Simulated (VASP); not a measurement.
# WC (P-6m2) in VASP: further runs

Runs on WC. Level: PBE. Tasks: single point.

All numbers are computed with VASP 6.6.1; they aren't measurements. Logs are shortened: lines on timing, memory, paths and dates and some standing lists are left out, and cuts for length are marked.

### 1 The cell of the first run

Symmetry: P-6m2, No. 187, hexagonal system. The conventional cell has a = 2.922 Å, b = 2.922 Å, c = 2.847 Å, α = 90.00°, β = 90.00°, γ = 120.00°. Within 3.0 Å of W (site symmetry -6m2) lie 6 C at 2.21 Å and 8 W at 2.85 to 2.92 Å. C (site symmetry -6m2) has 6 W at 2.21 Å and 8 C at 2.85 to 2.92 Å within 3.0 Å.

### 2 Single point, PBE

Contents of INCAR:

```
SYSTEM = WC
PREC = Accurate ; ENCUT = 520
EDIFF = 1E-7 ; ISMEAR = 0
SIGMA = 0.1 ; LREAL = .False.
LASPH = .True. ; NELM = 80
ALGO = Normal ; ISIF = 2
LWAVE = .False. ; LCHARG = .False.
GGA = PE ; NBANDS = 16
```

Contents of KPOINTS:

```
regular mesh
0
Gamma
  12 12 12
  0 0 0
```

Contents of POSCAR:

```
WC
1.0
    2.9217712149      0.0000000000      0.0000000000
   -1.4608856074      2.5303280961      0.0000000000
    0.0000000000      0.0000000000      2.8470769657
W C
1 1
Direct
    0.0000000000      0.0000000000      0.0000000000
    0.6666666667      0.3333333333      0.5000000000
```

Potentials or basis: VASP PAW PBE potentials, release 64 (W_sv, C).

The run is started by

```console
> cat potpaw_PBE.64/W_sv/POTCAR potpaw_PBE.64/C/POTCAR > POTCAR
> mpirun -np 1 vasp_std > vasp.out
```

OUTCAR:

```text
SYSTEM = WC
   PREC = Accurate
   ENCUT = 520
   EDIFF = 1E-7
   ISMEAR = 0
   LREAL = .False.
   LASPH = .True.
   NELM = 80
   ISIF = 2
   GGA = PE

 ion  position               nearest neighbor table
   1  0.000  0.000  0.000-   2 2.21   2 2.21   2 2.21   2 2.21   2 2.21   2 2.21
   2  0.667  0.333  0.500-   1 2.21   1 2.21   1 2.21   1 2.21   1 2.21   1 2.21

  LATTYP: Found a hexagonal cell.
 ALAT       =     2.9217712149
 C/A-ratio  =     0.9744352847

  Lattice vectors:

 A1 = (   2.9217712149,   0.0000000000,   0.0000000000)
 A2 = (  -1.4608856074,   2.5303280961,   0.0000000000)
 A3 = (   0.0000000000,   0.0000000000,   2.8470769657)

Analysis of symmetry for initial positions (statically):
=====================================================================
 Subroutine PRICEL returns:
 Original cell was already a primitive cell.

 Routine SETGRP: Setting up the symmetry group for a
 hexagonal supercell.

 Subroutine GETGRP returns: Found 12 space group operations
 (whereof 12 operations were pure point group operations)
 out of a pool of 24 trial point group operations.

The static configuration has the point symmetry D_3h.

Analysis of symmetry for dynamics (positions and initial velocities):
=====================================================================
 Subroutine PRICEL returns:
 Original cell was already a primitive cell.

 Routine SETGRP: Setting up the symmetry group for a
 hexagonal supercell.

 Subroutine GETGRP returns: Found 12 space group operations
 (whereof 12 operations were pure point group operations)
 out of a pool of 24 trial point group operations.

The dynamic configuration has the point symmetry D_3h.

 Subroutine INISYM returns: Found 12 space group operations
 (whereof 12 operations are pure point group operations),
 and found     1 'primitive' translations

----------------------------------------------------------------------------------------

                                     Primitive cell

  volume of cell :      21.0486

  direct lattice vectors                    reciprocal lattice vectors
     2.921771215  0.000000000  0.000000000     0.342258146  0.197602833  0.000000000
    -1.460885607  2.530328096  0.000000000     0.000000000  0.395205666  0.000000000
     0.000000000  0.000000000  2.847076966     0.000000000  0.000000000  0.351237431

  length of vectors
     2.921771215  2.921771215  2.847076966     0.395205666  0.395205666  0.351237431

  position of ions in fractional coordinates (direct lattice)
     0.000000000  0.000000000  0.000000000
     0.666666667  0.333333333  0.500000000

  ion indices of the primitive-cell ions
   primitive index   ion index
                 1           1
                 2           2

----------------------------------------------------------------------------------------

 KPOINTS: regular mesh

Automatic generation of k-mesh.
 Grid dimensions read from file:
 generate k-points for:   12   12   12

 Generating k-lattice:

  Cartesian coordinates                     Fractional coordinates (reciprocal lattice)
     0.028521512  0.016466903  0.000000000     0.083333333  0.000000000  0.000000000
     0.000000000  0.032933805  0.000000000     0.000000000  0.083333333  0.000000000
     0.000000000  0.000000000  0.029269786     0.000000000  0.000000000  0.083333333

  Length of vectors
     0.032933805  0.032933805  0.029269786

  Shift w.r.t. Gamma in fractional coordinates (k-lattice)
     0.000000000  0.000000000  0.000000000

 Subroutine IBZKPT returns following result:
 ===========================================

 Found    133 irreducible k-points:

 Following reciprocal coordinates:
            Coordinates               Weight
  0.000000  0.000000  0.000000      1.000000
  0.083333  0.000000  0.000000      6.000000
  0.166667  0.000000  0.000000      6.000000
  0.250000  0.000000  0.000000      6.000000
  0.333333  0.000000  0.000000      6.000000
  0.416667  0.000000  0.000000      6.000000
[... 16 lines left out ...]
  0.250000  0.000000  0.083333     12.000000
  0.333333  0.000000  0.083333     12.000000
 [... further k-points ...]
   k-points           NKPTS =    133   k-points in BZ     NKDIM =    133   number of bands    NBANDS=     16
   number of dos      NEDOS =    301   number of ions     NIONS =      2
   total plane-waves  NPLWV =  13824
   dimension x,y,z NGX =    24 NGY =   24 NGZ =   24
   dimension x,y,z NGXF=    48 NGYF=   48 NGZF=   48
   ions per type =               1   1
   NGX,Y,Z   is equivalent  to a cutoff of  13.66, 13.66, 14.01 a.u.
   NGXF,Y,Z  is equivalent  to a cutoff of  27.31, 27.31, 28.03 a.u.
 SYSTEM =  WC
   PREC   = accura    normal or accurate (medium, high low for compatibility)
   ISTART =      0    job   : 0-new  1-cont  2-samecut
   ICHARG =      2    charge: 1-file 2-atom 10-const
   ISPIN  =      1    spin polarized calculation?
   LNONCOLLINEAR =      F non collinear calculations
   LSORBIT =      F    spin-orbit coupling
   LASPH  =      T    aspherical Exc in radial PAW
   ENCUT  =  520.0 eV  38.22 Ry    6.18 a.u.   5.43  5.43  5.29*2*pi/ulx,y,z
   NELM   =     80;   NELMIN=  2; NELMDL= -5     # of ELM steps
   EDIFF  = 0.1E-06   stopping-criterion for ELM
   LREAL  =      F    real-space projection
   EDIFFG = 0.1E-05   stopping-criterion for IOM
   NSW    =      0    number of steps for IOM
   IBRION =     -1    ionic relax: 0-MD 1-quasi-New 2-CG
   NFREE  =      0    steps in history (QN), initial steepest desc. (CG)
   ISIF   =      2    stress and relaxation
   ISYM   =      2    0-nonsym 1-usesym 2-fastsym
   POTIM  = 0.5000    time-step for ionic-motion
   TEBEG  =    0.0;   TEEND  =   0.0 temperature during run
   PSTRESS=    0.0 pullay stress
   NELECT =      18.0000    total number of electrons
   NUPDOWN=      -1.0000    fix difference up-down
   EMIN   =  10.00;   EMAX   =-10.00  energy-range for DOS
   EFERMI =   0.00;   METHOD = LEGACY
   ISMEAR =     0;   SIGMA  =   0.10  broadening in eV -4-tet -1-fermi 0-gaus
   EFERMI_NEDOS =   21; number of points for ismear=-14 and -15
   IALGO  =     38    algorithm
   IMIX   =      4    mixing-type and parameters
     AMIX     =   0.40;   BMIX     =  1.00
     AMIX_MAG =   1.60;   BMIX_MAG =  1.00
  volume/ion in A,a.u.               =      10.52        71.02
  Fermi-wavevector in a.u.,A,eV,Ry     =   1.553907  2.936458 32.852978  2.414626
  Thomas-Fermi vector in A             =   2.658070
   LORBIT       =      0    0 simple, 1 ext, 2 COOP (PROOUT), +10 PAW based schemes
   GGA     = PE    functional components
   LHFCALC =     F    Hartree Fock is set to
   AEXX    =    0.0000 exact exchange contribution
   IVDW    =     0    specifies the selected vdW correction
   LEPSILON=     F    determine dielectric tensor
   LRPA    =     F    only Hartree local field effects (RPA)
 non-spin polarized calculation
 Gauss-broadening in eV      SIGMA  =   0.10
  energy-cutoff  :      520.00
  volume of cell :       21.05
 maximum number of plane-waves:       587
 NGX is ok and might be reduce to    24
   NGX = 11   NGY = 11   NGZ = 11

 number of electron      18.0000000 magnetization

 Free energy of the ion-electron system (eV)
  ---------------------------------------------------
  ext. energy  EPLUGINS =         0.00000000
  ---------------------------------------------------
  free energy    TOTEN  =       -22.45157144 eV

  energy without entropy =      -22.45080908  energy(sigma->0) =      -22.45119026

 E-fermi :  10.8641     XC(G=0): -13.7212

 val. band max:       10.8486437689   @ k =   0.0833   0.0000   0.3333
 cond. band min:      10.9527260383   @ k =   0.0000   0.0000   0.0833
 fundamental gap:      0.1040822695
 Fermi energy:        10.8641152261

 k-point     1 :       0.0000    0.0000    0.0000
  band No.  band energies     occupation
      1     -63.1597      2.00000
      2     -27.1352      2.00000
      3     -27.0457      2.00000
      4     -27.0457      2.00000
      5      -3.4653      2.00000
      6       6.6462      2.00000
[... 8 lines left out ...]
     15      25.0914      0.00000
     16      27.4744      0.00000

 k-point     2 :       0.0833    0.0000    0.0000
  band No.  band energies     occupation
      1     -63.1561      2.00000
      2     -27.1283      2.00000
      3     -27.1000      2.00000
      4     -27.0580      2.00000
      5      -3.2870      2.00000
      6       6.6872      2.00000
[... 8 lines left out ...]
     15      24.7540      0.00000
     16      27.8504      0.00000

 k-point     3 :       0.1667    0.0000    0.0000
  band No.  band energies     occupation
      1     -63.1461      2.00000
      2     -27.2459      2.00000
      3     -27.1093      2.00000
      4     -27.0915      2.00000
      5      -2.7823      2.00000
      6       6.2608      2.00000
[... 8 lines left out ...]
     15      24.4542      0.00000
     16      28.8841      0.00000

 k-point     4 :       0.2500    0.0000    0.0000
  band No.  band energies     occupation
      1     -63.1326      2.00000
      2     -27.4404      2.00000
      3     -27.1368      2.00000
      4     -27.0832      2.00000
      5      -2.0390      2.00000
      6       5.4308      2.00000
[... 8 lines left out ...]
     15      24.8113      0.00000
     16      29.0322      0.00000

 k-point     5 :       0.3333    0.0000    0.0000
  band No.  band energies     occupation
      1     -63.1191      2.00000
      2     -27.6296      2.00000
      3     -27.1818      2.00000
      4     -27.0570      2.00000
      5      -1.1983      2.00000
      6       4.6687      2.00000
[... 8 lines left out ...]
     15      25.6441      0.00000
     16      27.3999      0.00000

 k-point     6 :       0.4167    0.0000    0.0000
  band No.  band energies     occupation
      1     -63.1092      2.00000
      2     -27.7649      2.00000
      3     -27.2144      2.00000
      4     -27.0377      2.00000
      5      -0.4747      2.00000
      6       4.1202      2.00000
[... 8 lines left out ...]
     15      24.3567      0.00000
     16      28.1131      0.00000

 k-point     7 :       0.5000    0.0000    0.0000
  band No.  band energies     occupation
      1     -63.1055      2.00000
      2     -27.8138      2.00000
      3     -27.2263      2.00000
      4     -27.0306      2.00000
      5      -0.1710      2.00000
      6       3.9083      2.00000
[... 8 lines left out ...]
     15      23.5367      0.00000
     16      28.7858      0.00000

 k-point     8 :       0.0833    0.0833    0.0000
  band No.  band energies     occupation
      1     -63.1493      2.00000
      2     -27.1972      2.00000
      3     -27.1153      2.00000
      4     -27.0837      2.00000
      5      -2.9450      2.00000
      6       6.4607      2.00000
[... 8 lines left out ...]
     15      24.4995      0.00000
     16      28.4438      0.00000

 k-point     9 :       0.1667    0.0833    0.0000
  band No.  band energies     occupation
      1     -63.1376      2.00000
      2     -27.3602      2.00000
      3     -27.1303      2.00000
      4     -27.0928      2.00000
      5      -2.3175      2.00000
      6       5.7570      2.00000
[... 8 lines left out ...]
     15      24.5835      0.00000
     16      29.0507      0.00000
[... 172 lines left out ...]
 k-point    19 :       0.3333    0.3333    0.0000
  band No.  band energies     occupation
      1     -63.0988      2.00000
      2     -27.6100      2.00000
      3     -27.5596      2.00000
      4     -27.0175      2.00000
      5       0.5550      2.00000
      6       4.3810      2.00000
[... 8 lines left out ...]
     15      25.9076      0.00000
     16      26.0282      0.00000

 k-point    20 :       0.0000    0.0000    0.0833
  band No.  band energies     occupation
      1     -63.1571      2.00000
      2     -27.1853      2.00000
      3     -27.0414      2.00000
      4     -27.0414      2.00000
      5      -3.2985      2.00000
      6       6.5561      2.00000
[... 8 lines left out ...]
     15      25.4798      0.00000
     16      27.5196      0.00000

 k-point    21 :       0.0833    0.0000    0.0833
  band No.  band energies     occupation
      1     -63.1535      2.00000
      2     -27.1783      2.00000
      3     -27.0952      2.00000
      4     -27.0537      2.00000
      5      -3.1243      2.00000
      6       6.6346      2.00000
[... 8 lines left out ...]
     15      24.9180      0.00000
     16      27.8492      0.00000

 k-point    22 :       0.1667    0.0000    0.0833
  band No.  band energies     occupation
      1     -63.1436      2.00000
      2     -27.2415      2.00000
      3     -27.1576      2.00000
      4     -27.0870      2.00000
      5      -2.6332      2.00000
      6       6.3337      2.00000
[... 8 lines left out ...]
     15      24.3493      0.00000
     16      28.7796      0.00000

 k-point    23 :       0.2500    0.0000    0.0833
  band No.  band energies     occupation
      1     -63.1301      2.00000
      2     -27.4348      2.00000
      3     -27.1322      2.00000
      4     -27.1309      2.00000
      5      -1.9137      2.00000
      6       5.4919      2.00000
[... 8 lines left out ...]
     15      24.5179      0.00000
     16      28.4755      0.00000

 k-point    24 :       0.3333    0.0000    0.0833
  band No.  band energies     occupation
      1     -63.1166      2.00000
      2     -27.6232      2.00000
      3     -27.1769      2.00000
      4     -27.1038      2.00000
      5      -1.1057      2.00000
      6       4.6928      2.00000
[... 8 lines left out ...]
     15      25.1657      0.00000
     16      27.4096      0.00000

 [... further k-points ...]

------------------------ aborting loop because EDIFF is reached ----------------------------------------

  FORCE on cell =-STRESS in cart. coord.  units (eV):
  Direction    XX          YY          ZZ          XY          YZ          ZX
  --------------------------------------------------------------------------------------
  -------------------------------------------------------------------------------------
  Total        0.1389994      0.1389994      0.1597979      0.0000000      0.0000000     -0.0000000
  in kB       10.5803833     10.5803833     12.1635220      0.0000000      0.0000000     -0.0000000
  external PRESSURE =      11.1080962 kB  Pullay stress =       0.0000000 kB

 VOLUME and BASIS-vectors are now :
 -----------------------------------------------------------------------------
  energy-cutoff  :      520.00
  volume of cell :       21.05
      direct lattice vectors                 reciprocal lattice vectors
     2.921771215  0.000000000  0.000000000     0.342258146  0.197602833  0.000000000
    -1.460885607  2.530328096  0.000000000     0.000000000  0.395205666  0.000000000
     0.000000000  0.000000000  2.847076966     0.000000000  0.000000000  0.351237431

 POSITION                                       TOTAL-FORCE (eV/Angst)
 -----------------------------------------------------------------------------------
      0.00000      0.00000      0.00000         0.000000      0.000000      0.000000
      1.46089      0.84344      1.42354        -0.000000      0.000000      0.000000
 -----------------------------------------------------------------------------------
    total drift:                                0.000000     -0.000000      0.000000

  FREE ENERGIE OF THE ION-ELECTRON SYSTEM (eV)
  ---------------------------------------------------
  free  energy   TOTEN  =       -22.4515714383 eV

  energy  without entropy=      -22.4508090776  energy(sigma->0) =      -22.45119026
```

It took 44 s on 1 thread of Intel Xeon 8259CL, shared host; peak memory 0.17 GiB.

Results:

| Property | Result |
| --- | --- |
| Free energy | -22.4516 eV |
| Pressure | 1.1 GPa |
| Band gap on the k mesh | zero (bands 9 and 10 overlap by 1.20 eV) |

Stress tensor (GPa, compression positive):
```
1.06 0.00 0.00
0.00 1.06 0.00
0.00 0.00 1.22
```

Levels at points of the mesh, in eV from the Fermi level:
```
           k point  band 6  band 7  band 8  band 9  band 10  band 11  band 12  band 13
(0.00, 0.00, 0.00)   -4.22   -3.27   -3.27    0.11     3.18     3.18     5.56     5.56
(0.50, 0.00, 0.00)   -6.96   -3.53   -3.49   -0.46     2.32     4.45     4.79     6.79
(0.00, 0.00, 0.50)   -8.55   -1.98   -1.98   -0.56    -0.56     3.65     4.49     4.49
(0.50, 0.00, 0.50)   -6.36   -4.24   -4.14    0.27     4.34     5.22     6.52     9.05
```

Caveat: spin-orbit coupling is left out, which moves the levels of the heavy elements.

### 3 Single point, PBE

Contents of INCAR:

```
  PREC = Accurate
  ENCUT = 520
  EDIFF = 1E-6
  ISMEAR = 0
  SIGMA = 0.1
  LREAL = False
  LASPH = True
  NELM = 80
  ALGO = Normal
  ISIF = 2
  LWAVE = False
  LCHARG = True
  GGA = PE
  LELF = True
  LVHAR = True
  NBANDS = 16
```

Contents of KPOINTS:

```
Automatic mesh
0
Gamma
  18 18 14
```

Contents of POSCAR:

```
WC
1.0
    2.9217712149      0.0000000000      0.0000000000
   -1.4608856074      2.5303280962      0.0000000000
    0.0000000000      0.0000000000      2.8470769657
W C
1 1
Direct
    0.0000000000      0.0000000000      0.0000000000
    0.6666666667      0.3333333333      0.5000000000
```

Potentials or basis: VASP PAW PBE potentials, release 64 (W_sv, C).

The run is started by

```console
> cat potpaw_PBE.64/W_sv/POTCAR potpaw_PBE.64/C/POTCAR > POTCAR
> mpirun -np 1 vasp_std > vasp.out
```

Run time: 84 s. Hardware: 1 thread of Intel Xeon 8259CL, shared host; peak memory 0.22 GiB.

The run converged. Its results:

```yaml
Free_energy: -22.4499 eV
Pressure: 1.1 GPa
Band_gap_on_the_k_mesh: zero (bands 9 and 10 overlap by 1.20 eV)
```

Stress tensor (GPa, compression positive):
```
0.95 0.00 0.00
0.00 0.95 0.00
0.00 0.00 1.25
```

Levels at points of the mesh, in eV from the Fermi level:
```csv
k point,band 5,band 6,band 7,band 8,band 9,band 10,band 11,band 12,band 13,band 14
"(0.00, 0.00, 0.00)",-14.33,-4.22,-3.27,-3.27,0.11,3.18,3.18,5.56,5.56,6.28
"(0.50, 0.00, 0.00)",-11.03,-6.96,-3.53,-3.49,-0.46,2.32,4.45,4.79,6.79,9.58
"(0.00, 0.00, 0.50)",-10.38,-8.55,-1.98,-1.98,-0.56,-0.56,3.65,4.49,4.49,9.89
"(0.50, 0.00, 0.50)",-11.19,-6.36,-4.24,-4.14,0.27,4.34,5.22,6.52,9.05,9.96
```

Caveat: spin-orbit coupling is left out, which moves the levels of the heavy elements.
